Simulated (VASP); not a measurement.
# CoSn (P6mm) in VASP: a series of runs

The runs below take CoSn through single point, with PBEsol.

Program: VASP 6.6.1. These are calculated values, not measurements. Logs are shortened: lines on timing, memory, paths and dates and some standing lists are left out, and cuts for length are marked.

## (1) The cell of the first run

The structure is hexagonal, space group P6mm (No. 183). The conventional cell has a = 5.220 Å, b = 5.220 Å, c = 4.168 Å, α = 90.00°, β = 90.00°, γ = 120.00°. Co (site symmetry 2mm) has 6 Sn at 2.57 to 2.61 Å and 4 Co at 2.61 Å within 3.4 Å. Within 3.4 Å of Sn (site symmetry 3m) lie 6 Co at 2.57 Å and 3 Sn at 3.01 Å. Sn (site symmetry 6mm) has 6 Co at 2.61 Å within 3.4 Å.

## (2) Single point, PBEsol (atoms displaced along a vibrational mode)

INCAR reads:

```
  ALGO = Fast
  EDIFF = 1E-6
  ENCUT = 520
  GGA = PS
  ISIF = 2
  ISMEAR = 0
  LASPH = T
  LCHARG = F
  LREAL = F
  LWAVE = F
  NBANDS = 44
  NELM = 60
  PREC = Accurate
  SIGMA = 0.15
```

KPOINTS reads:

```
k-points
0
Gamma
  12 12 12
```

POSCAR reads:

```
CoSn
1.0
    5.2197158240      0.0000000000      0.0000000000
   -2.6098579120      4.5204065041      0.0000000000
    0.0000000000      0.0000000000      4.1684718855
Co Sn
3 3
Direct
    0.0000000000      0.5000000000      0.0082843556
    0.5000000000      0.5000000000      0.0082843556
    0.5000000000      0.0000000000      0.0082843556
    0.6666666667      0.3333333333      0.5082246517
    0.3333333333      0.6666666667      0.5082246517
    0.0000000000      0.0000000000     -0.0287875277
```

Potentials or basis: VASP PAW PBE potentials, release 64 (Co, Sn_d).

On the command line:

```bash
cat potpaw_PBE.64/Co/POTCAR potpaw_PBE.64/Sn_d/POTCAR > POTCAR
mpirun -np 1 vasp_std > vasp.out
```

OUTCAR:

```text
EDIFF = 1E-6
   ENCUT = 520
   GGA = PS
   ISIF = 2
   ISMEAR = 0
   LASPH = T
   LREAL = F
   NELM = 60
   PREC = Accurate

 ion  position               nearest neighbor table
   1  0.000  0.500  0.008-   4 2.57   5 2.57   4 2.57   5 2.57   3 2.61   3 2.61   2 2.61   2 2.61
                             6 2.61   6 2.61
   2  0.500  0.500  0.008-   4 2.57   5 2.57   4 2.57   5 2.57   3 2.61   3 2.61   1 2.61   1 2.61
                             6 2.61   6 2.61
   3  0.500  0.000  0.008-   4 2.57   5 2.57   4 2.57   5 2.57   1 2.61   2 2.61   2 2.61   1 2.61
                             6 2.61   6 2.61
   4  0.667  0.333  0.508-   3 2.57   1 2.57   2 2.57   3 2.57   1 2.57   2 2.57   5 3.01   5 3.01
                             5 3.01   6 3.58   6 3.58   6 3.58   6 3.75   6 3.75   6 3.75
   5  0.333  0.667  0.508-   3 2.57   1 2.57   2 2.57   3 2.57   1 2.57   2 2.57   4 3.01   4 3.01
                             4 3.01   6 3.58   6 3.58   6 3.58   6 3.75   6 3.75   6 3.75
   6  0.000  0.000  0.971-   1 2.61   2 2.61   1 2.61   2 2.61   3 2.61   3 2.61   5 3.58   4 3.58
                             5 3.58   4 3.58   5 3.58   4 3.58   4 3.75   5 3.75   4 3.75   5 3.75

  LATTYP: Found a hexagonal cell.
 ALAT       =     5.2197158240
 C/A-ratio  =     0.7986013082

  Lattice vectors:

 A1 = (   5.2197158240,   0.0000000000,   0.0000000000)
 A2 = (  -2.6098579120,   4.5204065041,   0.0000000000)
 A3 = (   0.0000000000,   0.0000000000,   4.1684718855)

Analysis of symmetry for initial positions (statically):
=====================================================================
 Subroutine PRICEL returns:
 Original cell was already a primitive cell.

 Routine SETGRP: Setting up the symmetry group for a
 hexagonal supercell.

 Subroutine GETGRP returns: Found 12 space group operations
 (whereof 12 operations were pure point group operations)
 out of a pool of 24 trial point group operations.

The static configuration has the point symmetry C_6v.

Analysis of symmetry for dynamics (positions and initial velocities):
=====================================================================
 Subroutine PRICEL returns:
 Original cell was already a primitive cell.

 Routine SETGRP: Setting up the symmetry group for a
 hexagonal supercell.

 Subroutine GETGRP returns: Found 12 space group operations
 (whereof 12 operations were pure point group operations)
 out of a pool of 24 trial point group operations.

The dynamic configuration has the point symmetry C_6v.

 Subroutine INISYM returns: Found 12 space group operations
 (whereof 12 operations are pure point group operations),
 and found     1 'primitive' translations

----------------------------------------------------------------------------------------
[... 111 lines left out ...]
   PSTRESS=    0.0 pullay stress
   NELECT =      69.0000    total number of electrons
   NUPDOWN=      -1.0000    fix difference up-down
   EMIN   =  10.00;   EMAX   =-10.00  energy-range for DOS
   EFERMI =   0.00;   METHOD = LEGACY
   ISMEAR =     0;   SIGMA  =   0.15  broadening in eV -4-tet -1-fermi 0-gaus
   EFERMI_NEDOS =   21; number of points for ismear=-14 and -15
   IALGO  =     68    algorithm
   IMIX   =      4    mixing-type and parameters
     AMIX     =   0.40;   BMIX     =  1.00
     AMIX_MAG =   1.60;   BMIX_MAG =  1.00
  volume/ion in A,a.u.               =      16.39       110.62
  Fermi-wavevector in a.u.,A,eV,Ry     =   1.454646  2.748883 28.789877  2.115996
  Thomas-Fermi vector in A             =   2.571773
   LORBIT       =      0    0 simple, 1 ext, 2 COOP (PROOUT), +10 PAW based schemes
   GGA     = PS    functional components
   LHFCALC =     F    Hartree Fock is set to
   AEXX    =    0.0000 exact exchange contribution
   IVDW    =     0    specifies the selected vdW correction
   LEPSILON=     F    determine dielectric tensor
   LRPA    =     F    only Hartree local field effects (RPA)
 non-spin polarized calculation
 RMM-DIIS sequential band-by-band and
 Gauss-broadening in eV      SIGMA  =   0.15
  energy-cutoff  :      520.00
  volume of cell :       98.36
 maximum number of plane-waves:      2674
 NGX is ok and might be reduce to    40
   NGX = 19   NGY = 19   NGZ = 15

 number of electron      69.0000005 magnetization

 Free energy of the ion-electron system (eV)
  ---------------------------------------------------
  ext. energy  EPLUGINS =         0.00000000
  ---------------------------------------------------
  free energy    TOTEN  =       -36.93447726 eV

  energy without entropy =      -36.89422820  energy(sigma->0) =      -36.91435273

 E-fermi :  10.2004     XC(G=0): -12.0977

 val. band max:       10.1793561141   @ k =   0.0833   0.0000   0.3333
 cond. band min:      10.2011635067   @ k =   0.0833   0.0833   0.3333
 fundamental gap:      0.0218073926
 Fermi energy:        10.2003945906

 k-point     1 :       0.0000    0.0000    0.0000
  band No.  band energies     occupation
      1     -11.1942      2.00000
      2     -11.0935      2.00000
      3     -11.0935      2.00000
      4     -11.0857      2.00000
      5     -11.0857      2.00000
      6     -11.0040      2.00000
[... 1117 lines left out ...]
     43      14.8983      0.00000
     44      16.3539      0.00000

 [... further k-points ...]

------------------------ aborting loop because EDIFF is reached ----------------------------------------

  FORCE on cell =-STRESS in cart. coord.  units (eV):
  Direction    XX          YY          ZZ          XY          YZ          ZX
  --------------------------------------------------------------------------------------
  -------------------------------------------------------------------------------------
  Total       -0.0617387     -0.0617387     -0.0527111      0.0000000      0.0000000     -0.0000000
  in kB       -1.0056967     -1.0056967     -0.8586402      0.0000000      0.0000000     -0.0000000
  external PRESSURE =      -0.9566779 kB  Pullay stress =       0.0000000 kB

 VOLUME and BASIS-vectors are now :
 -----------------------------------------------------------------------------
  energy-cutoff  :      520.00
  volume of cell :       98.36
      direct lattice vectors                 reciprocal lattice vectors
     5.219715824  0.000000000  0.000000000     0.191581311  0.110609521  0.000000000
    -2.609857912  4.520406504  0.000000000     0.000000000  0.221219043  0.000000000
     0.000000000  0.000000000  4.168471885     0.000000000  0.000000000  0.239896064

 POSITION                                       TOTAL-FORCE (eV/Angst)
 -----------------------------------------------------------------------------------
     -1.30493      2.26020      0.03453         0.000000      0.000000     -0.082461
      1.30493      2.26020      0.03453         0.000000      0.000000     -0.082461
      2.60986      0.00000      0.03453        -0.000000     -0.000000     -0.082461
      2.60986      1.50680      2.11852         0.000000     -0.000000     -0.173458
     -0.00000      3.01360      2.11852        -0.000000      0.000000     -0.173458
      0.00000      0.00000      4.04847        -0.000000      0.000000      0.594300
 -----------------------------------------------------------------------------------
    total drift:                               -0.000000     -0.000000      0.000319

  FREE ENERGIE OF THE ION-ELECTRON SYSTEM (eV)
  ---------------------------------------------------
  free  energy   TOTEN  =       -36.9344772610 eV

  energy  without entropy=      -36.8942281995  energy(sigma->0) =      -36.91435273
```

stdout:

```text
POSCAR found type information on POSCAR CoSn
 POSCAR found :  2 types and       6 ions
 scaLAPACK will be used
 -----------------------------------------------------------------------------
|                                                                             |
|                                                                             |
|     You enforced a specific xc type in the INCAR file but a different       |
|     I HOPE YOU KNOW WHAT YOU ARE DOING!                                     |
|                                                                             |
 -----------------------------------------------------------------------------

 LDA part: xc-table for (Slater+PW92), standard interpolation
 POSCAR, INCAR and KPOINTS ok, starting setup
 FFT: planning ... GRIDC
 FFT: planning ... GRID_SOFT
 FFT: planning ... GRID
 WAVECAR not read
 entering main loop
WARNING in EDDRMM: call to ZHEGV failed, returncode =   6  3     43
```

Wall time 9.8 min (1 thread of Oxide Virtual Turin-like, shared host); peak memory 0.51 GiB.

What came out:

```yaml
Free_energy: -36.9345 eV
Pressure: -0.1 GPa
Largest_force: 0.594 eV/Å
Band_gap_on_the_k_mesh: zero (an odd number of electrons rules out a gap without spin polarisation)
```

Forces on the atoms (eV/Å):
```
Co   0.000  0.000 -0.082
Co   0.000  0.000 -0.082
Co   0.000  0.000 -0.082
Sn   0.000  0.000 -0.173
Sn   0.000  0.000 -0.173
Sn   0.000  0.000  0.594
```

Caveat: the cell differs from its parent crystal (atoms displaced along a vibrational mode); the PAW data sets were made with another functional, which shifts forces and pressure a little; spin-orbit coupling is left out, which moves the levels of the heavy elements; the run has no spin polarisation, though such a crystal can be magnetic. Spin polarisation is off, so any magnetic state and its effect on volume and gap are missing.

## (3) Single point, PBEsol (atoms displaced along a vibrational mode)

INCAR reads:

```
SYSTEM = CoSn
ALGO = Fast ; EDIFF = 1E-6
ENCUT = 520 ; GGA = PS
ISIF = 2 ; ISMEAR = 0
LASPH = .TRUE. ; LCHARG = .FALSE.
LREAL = .FALSE. ; LWAVE = .FALSE.
NBANDS = 44 ; NELM = 100
PREC = Accurate ; SIGMA = 0.15
```

KPOINTS reads:

```
k-points
0
G
  12 12 12
  0 0 0
```

POSCAR reads:

```
CoSn
1.0
    5.2197158240      0.0000000000      0.0000000000
   -2.6098579120      4.5204065041      0.0000000000
    0.0000000000      0.0000000000      4.1684718855
Co Sn
3 3
Direct
    0.0000000000      0.5000000000     -0.0072488112
    0.5000000000      0.5000000000     -0.0072488112
    0.5000000000      0.0000000000     -0.0072488112
    0.6666666667      0.3333333333      0.4928034298
    0.3333333333      0.6666666667      0.4928034298
    0.0000000000      0.0000000000      0.0251890868
```

Potentials or basis: VASP PAW PBE potentials, release 64 (Co, Sn_d).

On the command line:

```bash
cat potpaw_PBE.64/Co/POTCAR potpaw_PBE.64/Sn_d/POTCAR > POTCAR
mpirun -np 1 vasp_std > vasp.out
```

Wall time 12 min (1 thread of Oxide Virtual Turin-like, shared host); peak memory 0.51 GiB.

The run converged. Its results:

```
Free energy            : -36.9453 eV
Pressure               : -0.1 GPa
Largest force          : 0.522 eV/Å
Band gap on the k mesh : zero (an odd number of electrons rules out a gap without spin polarisation)
```

Forces in eV/Å, atoms in the order of the input:
```
Co   0.000  0.000  0.073
Co   0.000  0.000  0.073
Co   0.000  0.000  0.073
Sn   0.000  0.000  0.152
Sn   0.000  0.000  0.152
Sn   0.000  0.000 -0.522
```

Levels at points of the mesh, in eV from the Fermi level:
```csv
k point,band 30,band 31,band 32,band 33,band 34,band 35,band 36,band 37,band 38,band 39
"(0.00, 0.00, 0.00)",-0.47,-0.46,-0.46,-0.43,-0.43,0.50,0.65,1.41,1.41,2.79
"(0.50, 0.00, 0.00)",-0.99,-0.68,-0.46,-0.44,0.72,1.03,1.73,1.85,2.66,3.43
"(0.00, 0.00, 0.50)",-0.99,-0.99,-0.53,-0.51,-0.51,-0.42,-0.42,-0.24,0.50,1.39
"(0.50, 0.00, 0.50)",-1.28,-1.00,-0.72,-0.52,-0.46,-0.43,-0.14,0.42,1.29,4.11
```

Caveat: the cell differs from its parent crystal (atoms displaced along a vibrational mode); the PAW data sets were made with another functional, which shifts forces and pressure a little; spin-orbit coupling is left out, which moves the levels of the heavy elements; the run has no spin polarisation, though such a crystal can be magnetic. Spin polarisation is off, so any magnetic state and its effect on volume and gap are missing.

The gap in the log of VASP goes by the Fermi energy; the results here count the filled bands.